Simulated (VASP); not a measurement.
# BeTe (F-43m) in VASP: further runs

Aim: see how the results for BeTe move with the level of theory and the settings. Levels: HSE06, PBE-based screened hybrid. Tasks: single point.

All numbers are computed with VASP 6.6.1; they aren't measurements. Logs are shortened: lines on timing, memory, paths and dates and some standing lists are left out, and cuts for length are marked.

## 1. The cell of the first run

It takes space group F-43m (No. 216, cubic). The conventional cell has a = 5.657 Å, b = 5.657 Å, c = 5.657 Å, α = 90.00°, β = 90.00°, γ = 90.00°. Be (site symmetry -43m) has 4 Te at 2.45 Å within 3.2 Å. Within 3.2 Å of Te (site symmetry -43m) lie 4 Be at 2.45 Å.

## 2. Single point, HSE06

POSCAR

```
BeTe
1.0
    0.0000000000      2.8286228760      2.8286228760
    2.8286228760      0.0000000000      2.8286228760
    2.8286228760      2.8286228760      0.0000000000
Be Te
1 1
Direct
    0.0000000000      0.0000000000      0.0000000000
    0.2500000000      0.2500000000      0.2500000000
```

INCAR.step1

```
ALGO = Normal ; EDIFF = 1E-5
ENCUT = 520 ; GGA = PE
ISIF = 2 ; ISMEAR = 0
LASPH = True ; LCHARG = False
LREAL = False ; LWAVE = True
NBANDS = 11 ; NELM = 100
PREC = Accurate ; SIGMA = 0.01
```

INCAR.step2

```
ALGO = Normal ; EDIFF = 1E-6
ENCUT = 520 ; GGA = PE
HFSCREEN = 0.2079 ; ISIF = 2
ISMEAR = 0 ; ISTART = 1
LASPH = True ; LCHARG = False
LHFCALC = True ; LREAL = False
LWAVE = False ; NBANDS = 11
NELM = 100 ; PREC = Accurate
PRECFOCK = Normal ; SIGMA = 0.01
```

KPOINTS

```
k-points
0
Gamma
  4 4 4
```

Potentials or basis: VASP PAW PBE potentials, release 64 (Be, Te).

Launch:

```sh
> cat potpaw_PBE.64/Be/POTCAR potpaw_PBE.64/Te/POTCAR > POTCAR
> cp INCAR.step1 INCAR
> mpirun -np 1 vasp_std > vasp.out
> cp INCAR.step2 INCAR
> mpirun -np 1 vasp_std > vasp.out
```

OUTCAR:

```text
EDIFF = 1E-6
   ENCUT = 520
   GGA = PE
   HFSCREEN = 0.2079
   ISIF = 2
   ISMEAR = 0
   ISTART = 1
   LASPH = True
   LHFCALC = True
   LREAL = False
   NELM = 100
   PREC = Accurate
   PRECFOCK = Normal

 ion  position               nearest neighbor table
   1  0.000  0.000  0.000-   2 2.45   2 2.45   2 2.45   2 2.45
   2  0.250  0.250  0.250-   1 2.45   1 2.45   1 2.45   1 2.45

  LATTYP: Found a face centered cubic cell.
 ALAT       =     5.6572457520

  Lattice vectors:

 A1 = (   0.0000000000,   2.8286228760,   2.8286228760)
 A2 = (   2.8286228760,   0.0000000000,   2.8286228760)
 A3 = (   2.8286228760,   2.8286228760,   0.0000000000)

Analysis of symmetry for initial positions (statically):
=====================================================================
 Subroutine PRICEL returns:
 Original cell was already a primitive cell.

 Routine SETGRP: Setting up the symmetry group for a
 face centered cubic supercell.

 Subroutine GETGRP returns: Found 24 space group operations
 (whereof 24 operations were pure point group operations)
 out of a pool of 48 trial point group operations.

The static configuration has the point symmetry T_d .

Analysis of symmetry for dynamics (positions and initial velocities):
=====================================================================
 Subroutine PRICEL returns:
 Original cell was already a primitive cell.

 Routine SETGRP: Setting up the symmetry group for a
 face centered cubic supercell.

 Subroutine GETGRP returns: Found 24 space group operations
 (whereof 24 operations were pure point group operations)
 out of a pool of 48 trial point group operations.

The dynamic configuration has the point symmetry T_d .

 Subroutine INISYM returns: Found 24 space group operations
 (whereof 24 operations are pure point group operations),
 and found     1 'primitive' translations

----------------------------------------------------------------------------------------

                                     Primitive cell

  volume of cell :      45.2642

  direct lattice vectors                    reciprocal lattice vectors
     0.000000000  2.828622876  2.828622876    -0.176764462  0.176764462  0.176764462
     2.828622876  0.000000000  2.828622876     0.176764462 -0.176764462  0.176764462
     2.828622876  2.828622876  0.000000000     0.176764462  0.176764462 -0.176764462

  length of vectors
     4.000276834  4.000276834  4.000276834     0.306165029  0.306165029  0.306165029

[... 80 lines left out ...]
   IALGO  =     38    algorithm
   IMIX   =      1    mixing-type and parameters
     AMIX     =   0.40;   BMIX     =  1.00
     AMIX_MAG =   1.60;   BMIX_MAG =  1.00
  volume/ion in A,a.u.               =      22.63       152.73
  Fermi-wavevector in a.u.,A,eV,Ry     =   0.918727  1.736142 11.484122  0.844059
  Thomas-Fermi vector in A             =   2.043841
   LORBIT       =      0    0 simple, 1 ext, 2 COOP (PROOUT), +10 PAW based schemes
   GGA     = PE    functional components
   LHFCALC =     T    Hartree Fock is set to
   PRECFOCK=normal    Normal, Fast or Accurate (Low or Medium for compatibility)
   ENCUT4O =  -1.0   cutoff for four orbital integrals eV
   NKREDX  =     1    reduce k-point grid by
   NKREDY  =     1    reduce k-point grid by
   NKREDZ  =     1    reduce k-point grid by
   AEXX    =    0.2500 exact exchange contribution
   HFSCREEN=    0.2079 screening length (either q_TF or 0.3 A-1)
   HFSCREENC=   0.2079 screening length for correlation (either q_TF or 0.3 A-1)
   ENCUTFOCK=  -1.0 apply spherical cutoff to Coloumb kernel
   IVDW    =     0    specifies the selected vdW correction
   LEPSILON=     F    determine dielectric tensor
   LRPA    =     F    only Hartree local field effects (RPA)
 non-spin polarized calculation
 Gauss-broadening in eV      SIGMA  =   0.01
  energy-cutoff  :      520.00
  volume of cell :       45.26
 maximum number of plane-waves:      1243
 NGX is ok and might be reduce to    30
  NGX = 24; NGY = 24; NGZ = 24

 number of electron       8.0000000 magnetization

 Free energy of the ion-electron system (eV)
  ---------------------------------------------------
  ext. energy  EPLUGINS =         0.00000000
  ---------------------------------------------------
  free energy    TOTEN  =        -8.68400908 eV

  energy without entropy =       -8.68400908  energy(sigma->0) =       -8.68400908

 E-fermi :   4.5223     XC(G=0):  -7.5135

 val. band max:        4.4715520787   @ k =   0.0000   0.0000   0.0000
 cond. band min:       7.1587532802   @ k =   0.5000   0.5000   0.0000
 fundamental gap:      2.6872012015
 Fermi energy:         4.5222638726

 k-point     1 :       0.0000    0.0000    0.0000
  band No.  band energies     occupation
      1      -8.8642      2.00000
      2       4.4716      2.00000
      3       4.4716      2.00000
      4       4.4716      2.00000
      5       8.9628      0.00000
      6       8.9628      0.00000
      7       8.9628      0.00000
      8       8.9887      0.00000
      9      13.8269      0.00000
     10      15.7373      0.00000
     11      15.7373      0.00000
[... 85 lines left out ...]
 k-point     8 :      -0.2500    0.5000    0.2500
  band No.  band energies     occupation
      1      -6.8021      2.00000
      2      -0.5320      2.00000
      3       0.5479      2.00000
      4       1.0924      2.00000
      5      10.5651      0.00000
      6      10.9511      0.00000
      7      11.0048      0.00000
      8      11.6239      0.00000
      9      16.6031      0.00000
     10      17.4069      0.00000
     11      18.5184      0.00000

------------------------ aborting loop because EDIFF is reached ----------------------------------------

  FORCE on cell =-STRESS in cart. coord.  units (eV):
  Direction    XX          YY          ZZ          XY          YZ          ZX
  --------------------------------------------------------------------------------------
  -------------------------------------------------------------------------------------
  Total       -0.1543866     -0.1543866     -0.1543866      0.0000000      0.0000000     -0.0000000
  in kB       -5.4646830     -5.4646830     -5.4646830      0.0000000      0.0000000     -0.0000000
  external PRESSURE =      -5.4646830 kB  Pullay stress =       0.0000000 kB

 VOLUME and BASIS-vectors are now :
 -----------------------------------------------------------------------------
  energy-cutoff  :      520.00
  volume of cell :       45.26
      direct lattice vectors                 reciprocal lattice vectors
     0.000000000  2.828622876  2.828622876    -0.176764462  0.176764462  0.176764462
     2.828622876  0.000000000  2.828622876     0.176764462 -0.176764462  0.176764462
     2.828622876  2.828622876  0.000000000     0.176764462  0.176764462 -0.176764462

 POSITION                                       TOTAL-FORCE (eV/Angst)
 -----------------------------------------------------------------------------------
      0.00000      0.00000      0.00000         0.000000      0.000000     -0.000000
      1.41431      1.41431      1.41431        -0.000000      0.000000      0.000000
 -----------------------------------------------------------------------------------
    total drift:                                0.000000     -0.000001     -0.000000

  FREE ENERGIE OF THE ION-ELECTRON SYSTEM (eV)
  ---------------------------------------------------
  free  energy   TOTEN  =        -8.6840090767 eV

  energy  without entropy=       -8.6840090767  energy(sigma->0) =       -8.68400908
```

OUTCAR.step1:

```text
EDIFF = 1E-5
   ENCUT = 520
   GGA = PE
   ISIF = 2
   ISMEAR = 0
[... 315 lines left out ...]
 -----------------------------------------------------------------------------------
      0.00000      0.00000      0.00000        -0.000000     -0.000000     -0.000000
      1.41431      1.41431      1.41431         0.000000      0.000000      0.000000
 -----------------------------------------------------------------------------------
    total drift:                                0.000000      0.000000      0.000000

  FREE ENERGIE OF THE ION-ELECTRON SYSTEM (eV)
  ---------------------------------------------------
  free  energy   TOTEN  =        -7.5472045414 eV

  energy  without entropy=       -7.5472045414  energy(sigma->0) =       -7.54720454
```

Wall time 2 min (1 thread of Intel Xeon 6975P-C, shared host); peak memory 0.28 GiB.

Results:

```yaml
Free_energy: -8.6840 eV
Pressure: -0.5 GPa
Band_gap_on_the_k_mesh: 2.69 eV, indirect (least direct gap 4.49 eV)
```

Caveat: the k points lie up to 0.48 Å⁻¹ apart; the PAW data sets were made with another functional, which shifts forces and pressure a little; spin-orbit coupling is left out, which moves the levels of the heavy elements. A k mesh can miss the band edges.

## 3. Single point, PBE-based screened hybrid

POSCAR is that of step 2.

INCAR.step1

```
PREC = Accurate ; ENCUT = 520
EDIFF = 1E-5 ; ISMEAR = 0
SIGMA = 0.01 ; LREAL = False
LASPH = True ; NELM = 60
ALGO = Normal ; ISIF = 2
LWAVE = True ; LCHARG = False
NBANDS = 11 ; GGA = PE
```

INCAR.step2

```
PREC = Accurate ; ENCUT = 520
EDIFF = 1E-6 ; ISMEAR = 0
SIGMA = 0.01 ; LREAL = False
LASPH = True ; NELM = 60
ALGO = Normal ; ISIF = 2
LWAVE = False ; LCHARG = False
GGA = PE ; LHFCALC = True
AEXX = 0.35 ; HFSCREEN = 0.3
PRECFOCK = Normal ; NBANDS = 11
ISTART = 1
```

KPOINTS

```
regular mesh
0
Gamma
  4 4 4
```

Potentials or basis: VASP PAW PBE potentials, release 64 (Be, Te).

Launch:

```sh
> cat potpaw_PBE.64/Be/POTCAR potpaw_PBE.64/Te/POTCAR > POTCAR
> cp INCAR.step1 INCAR
> mpirun -np 1 vasp_std > vasp.out
> cp INCAR.step2 INCAR
> mpirun -np 1 vasp_std > vasp.out
```

OUTCAR:

```text
PREC = Accurate
   ENCUT = 520
   EDIFF = 1E-6
   ISMEAR = 0
   LREAL = False
   LASPH = True
   NELM = 60
   ISIF = 2
   GGA = PE
   LHFCALC = True
   AEXX = 0.35
   HFSCREEN = 0.3
   PRECFOCK = Normal
   ISTART = 1

 ion  position               nearest neighbor table
   1  0.000  0.000  0.000-   2 2.45   2 2.45   2 2.45   2 2.45
   2  0.250  0.250  0.250-   1 2.45   1 2.45   1 2.45   1 2.45

  LATTYP: Found a face centered cubic cell.
 ALAT       =     5.6572457520

  Lattice vectors:

 A1 = (   0.0000000000,   2.8286228760,   2.8286228760)
 A2 = (   2.8286228760,   0.0000000000,   2.8286228760)
 A3 = (   2.8286228760,   2.8286228760,   0.0000000000)

Analysis of symmetry for initial positions (statically):
=====================================================================
 Subroutine PRICEL returns:
 Original cell was already a primitive cell.

 Routine SETGRP: Setting up the symmetry group for a
 face centered cubic supercell.

 Subroutine GETGRP returns: Found 24 space group operations
 (whereof 24 operations were pure point group operations)
 out of a pool of 48 trial point group operations.

The static configuration has the point symmetry T_d .

Analysis of symmetry for dynamics (positions and initial velocities):
=====================================================================
 Subroutine PRICEL returns:
 Original cell was already a primitive cell.

 Routine SETGRP: Setting up the symmetry group for a
 face centered cubic supercell.

 Subroutine GETGRP returns: Found 24 space group operations
 (whereof 24 operations were pure point group operations)
 out of a pool of 48 trial point group operations.

The dynamic configuration has the point symmetry T_d .

 Subroutine INISYM returns: Found 24 space group operations
 (whereof 24 operations are pure point group operations),
 and found     1 'primitive' translations

----------------------------------------------------------------------------------------

[... 110 lines left out ...]
   ENCUTFOCK=  -1.0 apply spherical cutoff to Coloumb kernel
   IVDW    =     0    specifies the selected vdW correction
   LEPSILON=     F    determine dielectric tensor
   LRPA    =     F    only Hartree local field effects (RPA)
 non-spin polarized calculation
 Gauss-broadening in eV      SIGMA  =   0.01
  energy-cutoff  :      520.00
  volume of cell :       45.26
 maximum number of plane-waves:      1243
 NGX is ok and might be reduce to    30
  NGX = 24; NGY = 24; NGZ = 24

 number of electron       8.0000000 magnetization

 Free energy of the ion-electron system (eV)
  ---------------------------------------------------
  ext. energy  EPLUGINS =         0.00000000
  ---------------------------------------------------
  free energy    TOTEN  =        -8.89906060 eV

  energy without entropy =       -8.89906060  energy(sigma->0) =       -8.89906060

 E-fermi :   4.4568     XC(G=0):  -7.1160

 val. band max:        4.4039538562   @ k =   0.0000   0.0000   0.0000
 cond. band min:       7.1346727153   @ k =   0.5000   0.5000   0.0000
 fundamental gap:      2.7307188591
 Fermi energy:         4.4568222995

 k-point     1 :       0.0000    0.0000    0.0000
  band No.  band energies     occupation
      1      -9.2237      2.00000
      2       4.4040      2.00000
      3       4.4040      2.00000
      4       4.4040      2.00000
      5       8.9587      0.00000
      6       8.9912      0.00000
      7       8.9912      0.00000
      8       8.9912      0.00000
      9      13.8895      0.00000
     10      15.7923      0.00000
     11      15.7923      0.00000
[... 85 lines left out ...]
 k-point     8 :      -0.2500    0.5000    0.2500
  band No.  band energies     occupation
      1      -7.0907      2.00000
      2      -0.6801      2.00000
      3       0.4447      2.00000
      4       0.9983      2.00000
      5      10.5620      0.00000
      6      10.9782      0.00000
      7      11.0407      0.00000
      8      11.6694      0.00000
      9      16.7312      0.00000
     10      17.5370      0.00000
     11      18.6357      0.00000

------------------------ aborting loop because EDIFF is reached ----------------------------------------

  FORCE on cell =-STRESS in cart. coord.  units (eV):
  Direction    XX          YY          ZZ          XY          YZ          ZX
  --------------------------------------------------------------------------------------
  -------------------------------------------------------------------------------------
  Total       -0.2428242     -0.2428242     -0.2428242      0.0000000     -0.0000000      0.0000000
  in kB       -8.5950289     -8.5950289     -8.5950289      0.0000000     -0.0000000      0.0000000
  external PRESSURE =      -8.5950289 kB  Pullay stress =       0.0000000 kB

 VOLUME and BASIS-vectors are now :
 -----------------------------------------------------------------------------
  energy-cutoff  :      520.00
  volume of cell :       45.26
      direct lattice vectors                 reciprocal lattice vectors
     0.000000000  2.828622876  2.828622876    -0.176764462  0.176764462  0.176764462
     2.828622876  0.000000000  2.828622876     0.176764462 -0.176764462  0.176764462
     2.828622876  2.828622876  0.000000000     0.176764462  0.176764462 -0.176764462

 POSITION                                       TOTAL-FORCE (eV/Angst)
 -----------------------------------------------------------------------------------
      0.00000      0.00000      0.00000        -0.000000     -0.000000      0.000000
      1.41431      1.41431      1.41431         0.000000      0.000000     -0.000000
 -----------------------------------------------------------------------------------
    total drift:                               -0.000001     -0.000001     -0.000001

  FREE ENERGIE OF THE ION-ELECTRON SYSTEM (eV)
  ---------------------------------------------------
  free  energy   TOTEN  =        -8.8990606034 eV

  energy  without entropy=       -8.8990606034  energy(sigma->0) =       -8.89906060
```

It took 2.5 min on 1 thread of Intel Xeon 6975P-C, shared host; peak memory 0.28 GiB.

What came out:

```yaml
Free_energy: -8.8991 eV
Pressure: -0.9 GPa
Band_gap_on_the_k_mesh: 2.73 eV, indirect (least direct gap 4.55 eV)
```

Levels at points of the mesh, in eV from the valence-band top:
```tsv
k point	band 1	band 2	band 3	band 4	band 5	band 6	band 7	band 8
(0.00, 0.00, 0.00)	-13.63	0.00	0.00	0.00	4.55	4.59	4.59	4.59
(0.50, 0.00, 0.00)	-12.10	-6.08	-1.21	-1.21	3.86	5.58	5.58	8.98
(0.50, 0.50, 0.00)	-11.53	-5.65	-2.85	-2.85	2.73	3.46	11.20	11.20
```

Caveat: the k points lie up to 0.48 Å⁻¹ apart; the PAW data sets were made with another functional, which shifts forces and pressure a little; spin-orbit coupling is left out, which moves the levels of the heavy elements.
